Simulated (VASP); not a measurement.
# SnP2 (P6_3/mmc) in VASP: a series of runs

The runs below take SnP2 through single point, with PBE.

Everything below comes from runs of VASP 6.6.1. Logs are shortened: lines on timing, memory, paths and dates and some standing lists are left out, and cuts for length are marked.

### Step 1. The cell of the first run

It takes space group P6_3/mmc (No. 194, hexagonal). The conventional cell has a = 3.226 Å, b = 3.226 Å, c = 12.547 Å, α = 90.00°, β = 90.00°, γ = 120.00°. Within 3.2 Å of Sn (site symmetry -6m2) lie 6 P at 2.41 Å. Within 3.2 Å of P (site symmetry 3m) lie 3 Sn at 2.41 Å and 1 P at 3.07 Å.

### Step 2. Single point, PBE

INCAR

```
PREC = Accurate
ENCUT = 520
EDIFF = 1E-6
ISMEAR = 0
SIGMA = 0.1
LREAL = F
LASPH = T
NELM = 60
ALGO = Normal
ISIF = 2
LWAVE = F
LCHARG = T
GGA = PE
LELF = T
LVHAR = T
NBANDS = 33
```

KPOINTS

```
regular mesh
0
Gamma
  6 6 2
```

POSCAR

```
SnP2
1.0
    3.2257829784      0.0000000000      0.0000000000
   -1.6128914892      2.7936100064      0.0000000000
    0.0000000000      0.0000000000     12.5469729908
Sn P
2 4
Direct
    0.3333333333      0.6666666667      0.2500000000
    0.6666666667      0.3333333333      0.7500000000
    0.3333333333      0.6666666667      0.6275000000
    0.6666666667      0.3333333333      0.1275000000
    0.3333333333      0.6666666667      0.8725000000
    0.6666666667      0.3333333333      0.3725000000
```

Potentials or basis: VASP PAW PBE potentials, release 64 (Sn_d, P).

Command:

```
$ cat potpaw_PBE.64/Sn_d/POTCAR potpaw_PBE.64/P/POTCAR > POTCAR
$ mpirun -np 1 vasp_std > vasp.out
```

OUTCAR:

```text
PREC = Accurate
   ENCUT = 520
   EDIFF = 1E-6
   ISMEAR = 0
   LREAL = F
   LASPH = T
   NELM = 60
   ISIF = 2
   GGA = PE

 ion  position               nearest neighbor table
   1  0.333  0.667  0.250-   4 2.41   6 2.41   4 2.41   6 2.41   4 2.41   6 2.41
   2  0.667  0.333  0.750-   3 2.41   5 2.41   3 2.41   5 2.41   3 2.41   5 2.41
   3  0.333  0.667  0.627-   2 2.41   2 2.41   2 2.41
   4  0.667  0.333  0.127-   1 2.41   1 2.41   1 2.41
   5  0.333  0.667  0.873-   2 2.41   2 2.41   2 2.41
   6  0.667  0.333  0.373-   1 2.41   1 2.41   1 2.41

  LATTYP: Found a hexagonal cell.
 ALAT       =     3.2257829784
 C/A-ratio  =     3.8895899305

  Lattice vectors:

 A1 = (   3.2257829784,   0.0000000000,   0.0000000000)
 A2 = (  -1.6128914892,   2.7936100064,   0.0000000000)
 A3 = (   0.0000000000,   0.0000000000,  12.5469729908)

Analysis of symmetry for initial positions (statically):
=====================================================================
 Subroutine PRICEL returns:
 Original cell was already a primitive cell.

 Routine SETGRP: Setting up the symmetry group for a
 hexagonal supercell.

 Subroutine GETGRP returns: Found 24 space group operations
 (whereof 12 operations were pure point group operations)
 out of a pool of 24 trial point group operations.

The static configuration has the point symmetry D_3d.
 The point group associated with its full space group is D_6h.

Analysis of symmetry for dynamics (positions and initial velocities):
=====================================================================
 Subroutine PRICEL returns:
 Original cell was already a primitive cell.

 Routine SETGRP: Setting up the symmetry group for a
 hexagonal supercell.

 Subroutine GETGRP returns: Found 24 space group operations
 (whereof 12 operations were pure point group operations)
 out of a pool of 24 trial point group operations.

The dynamic configuration has the point symmetry D_3d.
 The point group associated with its full space group is D_6h.

 Subroutine INISYM returns: Found 24 space group operations
 (whereof 12 operations are pure point group operations),
 and found     1 'primitive' translations

----------------------------------------------------------------------------------------

                                     Primitive cell

  volume of cell :     113.0680

  direct lattice vectors                    reciprocal lattice vectors
     3.225782978  0.000000000  0.000000000     0.310002256  0.178979886  0.000000000
    -1.612891489  2.793610006  0.000000000     0.000000000  0.357959772  0.000000000
     0.000000000  0.000000000 12.546972991     0.000000000  0.000000000  0.079700498

  length of vectors
     3.225782978  3.225782978 12.546972991     0.357959772  0.357959772  0.079700498

  position of ions in fractional coordinates (direct lattice)
     0.333333333  0.666666667  0.250000000
     0.666666667  0.333333333  0.750000000
     0.333333333  0.666666667  0.627500000
     0.666666667  0.333333333  0.127500000
     0.333333333  0.666666667  0.872500000
     0.666666667  0.333333333  0.372500000

  ion indices of the primitive-cell ions
   primitive index   ion index
                 1           1
                 2           2
                 3           3
                 4           4
                 5           5
                 6           6

----------------------------------------------------------------------------------------

 KPOINTS: regular mesh

Automatic generation of k-mesh.
 Grid dimensions read from file:
 generate k-points for:    6    6    2

 Generating k-lattice:

  Cartesian coordinates                     Fractional coordinates (reciprocal lattice)
     0.051667043  0.029829981  0.000000000     0.166666667  0.000000000  0.000000000
     0.000000000  0.059659962  0.000000000     0.000000000  0.166666667  0.000000000
     0.000000000  0.000000000  0.039850249     0.000000000  0.000000000  0.500000000

  Length of vectors
     0.059659962  0.059659962  0.039850249

  Shift w.r.t. Gamma in fractional coordinates (k-lattice)
     0.000000000  0.000000000  0.000000000

 Subroutine IBZKPT returns following result:
 ===========================================

 Found     14 irreducible k-points:

 Following reciprocal coordinates:
            Coordinates               Weight
  0.000000  0.000000  0.000000      1.000000
  0.166667 -0.000000  0.000000      6.000000
  0.333333 -0.000000  0.000000      6.000000
  0.500000 -0.000000  0.000000      3.000000
  0.166667  0.166667  0.000000      6.000000
  0.333333  0.166667  0.000000     12.000000
  0.333333  0.333333  0.000000      2.000000
  0.000000  0.000000  0.500000      1.000000
  0.166667 -0.000000  0.500000      6.000000
  0.333333 -0.000000  0.500000      6.000000
  0.500000 -0.000000  0.500000      3.000000
  0.166667  0.166667  0.500000      6.000000
  0.333333  0.166667  0.500000     12.000000
  0.333333  0.333333  0.500000      2.000000
   k-points           NKPTS =     14   k-points in BZ     NKDIM =     14   number of bands    NBANDS=     33
   number of dos      NEDOS =    301   number of ions     NIONS =      6
   total plane-waves  NPLWV =  55296
   dimension x,y,z NGX =    24 NGY =   24 NGZ =   96
   dimension x,y,z NGXF=    48 NGYF=   48 NGZF=  192
   ions per type =               2   4
   NGX,Y,Z   is equivalent  to a cutoff of  12.37, 12.37, 12.72 a.u.
   NGXF,Y,Z  is equivalent  to a cutoff of  24.74, 24.74, 25.44 a.u.
 SYSTEM =  unknown system
   PREC   = accura    normal or accurate (medium, high low for compatibility)
   ISTART =      0    job   : 0-new  1-cont  2-samecut
   ICHARG =      2    charge: 1-file 2-atom 10-const
   ISPIN  =      1    spin polarized calculation?
   LNONCOLLINEAR =      F non collinear calculations
   LSORBIT =      F    spin-orbit coupling
   LASPH  =      T    aspherical Exc in radial PAW
   ENCUT  =  520.0 eV  38.22 Ry    6.18 a.u.   6.00  6.00 23.33*2*pi/ulx,y,z
   NELM   =     60;   NELMIN=  2; NELMDL= -5     # of ELM steps
   EDIFF  = 0.1E-05   stopping-criterion for ELM
   LREAL  =      F    real-space projection
   EDIFFG = 0.1E-04   stopping-criterion for IOM
   NSW    =      0    number of steps for IOM
   IBRION =     -1    ionic relax: 0-MD 1-quasi-New 2-CG
   NFREE  =      0    steps in history (QN), initial steepest desc. (CG)
   ISIF   =      2    stress and relaxation
   ISYM   =      2    0-nonsym 1-usesym 2-fastsym
   POTIM  = 0.5000    time-step for ionic-motion
   TEBEG  =    0.0;   TEEND  =   0.0 temperature during run
   PSTRESS=    0.0 pullay stress
   NELECT =      48.0000    total number of electrons
   NUPDOWN=      -1.0000    fix difference up-down
   EMIN   =  10.00;   EMAX   =-10.00  energy-range for DOS
   EFERMI =   0.00;   METHOD = LEGACY
   ISMEAR =     0;   SIGMA  =   0.10  broadening in eV -4-tet -1-fermi 0-gaus
   EFERMI_NEDOS =   21; number of points for ismear=-14 and -15
   IALGO  =     38    algorithm
   IMIX   =      4    mixing-type and parameters
     AMIX     =   0.40;   BMIX     =  1.00
     AMIX_MAG =   1.60;   BMIX_MAG =  1.00
  volume/ion in A,a.u.               =      18.84       127.17
  Fermi-wavevector in a.u.,A,eV,Ry     =   1.230388  2.325095 20.597230  1.513854
  Thomas-Fermi vector in A             =   2.365238
   LORBIT       =      0    0 simple, 1 ext, 2 COOP (PROOUT), +10 PAW based schemes
   GGA     = PE    functional components
   LHFCALC =     F    Hartree Fock is set to
   AEXX    =    0.0000 exact exchange contribution
   IVDW    =     0    specifies the selected vdW correction
   LEPSILON=     F    determine dielectric tensor
   LRPA    =     F    only Hartree local field effects (RPA)
 non-spin polarized calculation
 Gauss-broadening in eV      SIGMA  =   0.10
  energy-cutoff  :      520.00
  volume of cell :      113.07
 maximum number of plane-waves:      3084
 NGX is ok and might be reduce to    24
   NGX = 11   NGY = 11   NGZ = 47

 number of electron      47.9999981 magnetization

 Free energy of the ion-electron system (eV)
  ---------------------------------------------------
  ext. energy  EPLUGINS =         0.00000000
  ---------------------------------------------------
  free energy    TOTEN  =       -21.21588657 eV

  energy without entropy =      -21.18632956  energy(sigma->0) =      -21.20110806

 E-fermi :   8.3144     XC(G=0): -10.5471

 val. band max:        8.2368063234   @ k =   0.1667   0.1667   0.0000
 cond. band min:       8.3407881689   @ k =   0.3333   0.1667   0.5000
 fundamental gap:      0.1039818456
 Fermi energy:         8.3143849942

 k-point     1 :       0.0000    0.0000    0.0000
  band No.  band energies     occupation
      1     -13.6669      2.00000
      2     -13.6669      2.00000
      3     -13.6669      2.00000
      4     -13.6669      2.00000
      5     -13.5742      2.00000
      6     -13.5740      2.00000
[... 25 lines left out ...]
     32      13.9617      0.00000
     33      13.9618      0.00000

 k-point     2 :       0.1667   -0.0000    0.0000
  band No.  band energies     occupation
      1     -13.6953      2.00000
      2     -13.6953      2.00000
      3     -13.6031      2.00000
      4     -13.6031      2.00000
      5     -13.5603      2.00000
      6     -13.5602      2.00000
[... 25 lines left out ...]
     32      15.1255      0.00000
     33      15.2445      0.00000
[... 394 lines left out ...]
     32      14.0925      0.00000
     33      14.5663      0.00000

 k-point    14 :       0.3333    0.3333    0.5000
  band No.  band energies     occupation
      1     -13.6854      2.00000
      2     -13.6854      2.00000
      3     -13.6315      2.00000
      4     -13.6315      2.00000
      5     -13.6216      2.00000
      6     -13.6216      2.00000
[... 25 lines left out ...]
     32      14.5643      0.00000
     33      16.3032      0.00000

------------------------ aborting loop because EDIFF is reached ----------------------------------------

  FORCE on cell =-STRESS in cart. coord.  units (eV):
  Direction    XX          YY          ZZ          XY          YZ          ZX
  --------------------------------------------------------------------------------------
  -------------------------------------------------------------------------------------
  Total       27.2949409     27.2949409     21.2216999      0.0000000     -0.0000000      0.0000000
  in kB      386.7700656    386.7700656    300.7120735      0.0000000     -0.0000000      0.0000000
  external PRESSURE =     358.0840682 kB  Pullay stress =       0.0000000 kB

 VOLUME and BASIS-vectors are now :
 -----------------------------------------------------------------------------
  energy-cutoff  :      520.00
  volume of cell :      113.07
      direct lattice vectors                 reciprocal lattice vectors
     3.225782978  0.000000000  0.000000000     0.310002256  0.178979886  0.000000000
    -1.612891489  2.793610006  0.000000000     0.000000000  0.357959772  0.000000000
     0.000000000  0.000000000 12.546972991     0.000000000  0.000000000  0.079700498

 POSITION                                       TOTAL-FORCE (eV/Angst)
 -----------------------------------------------------------------------------------
     -0.00000      1.86241      3.13674        -0.000000     -0.000000      0.000000
      1.61289      0.93120      9.41023        -0.000000      0.000000      0.000000
     -0.00000      1.86241      7.87323         0.000000      0.000000     -3.780027
      1.61289      0.93120      1.59974        -0.000000      0.000000     -3.780027
     -0.00000      1.86241     10.94723         0.000000     -0.000000      3.780027
      1.61289      0.93120      4.67375        -0.000000     -0.000000      3.780027
 -----------------------------------------------------------------------------------
    total drift:                               -0.000000      0.000000      0.000000

  FREE ENERGIE OF THE ION-ELECTRON SYSTEM (eV)
  ---------------------------------------------------
  free  energy   TOTEN  =       -21.2158865672 eV

  energy  without entropy=      -21.1863295568  energy(sigma->0) =      -21.20110806
```

It took 27 s on 1 thread of Intel Xeon Platinum 8488C (Sapphire Rapids), shared host; peak memory 0.23 GiB.

Results:

```
Free energy            : -21.2159 eV
Pressure               : 35.8 GPa
Largest force          : 3.780 eV/Å
Band gap on the k mesh : zero (band 24 reaches 10.24 eV, above the bottom of band 25 at 7.76 eV)
```

Forces on the atoms (eV/Å):
```
Sn   0.000  0.000  0.000
Sn   0.000  0.000  0.000
P    0.000  0.000 -3.780
P    0.000  0.000 -3.780
P    0.000  0.000  3.780
P    0.000  0.000  3.780
```

Caveat: the k points lie up to 0.37 Å⁻¹ apart; spin-orbit coupling is left out, which moves the levels of the heavy elements; this functional lacks dispersion, which binds the layers, so the pressure and a relaxed spacing across them are unreliable; forces of over 1 eV/Å act on the atoms, so gaps and moduli don't describe the material at rest.

(Continued in part 2 of 2.)
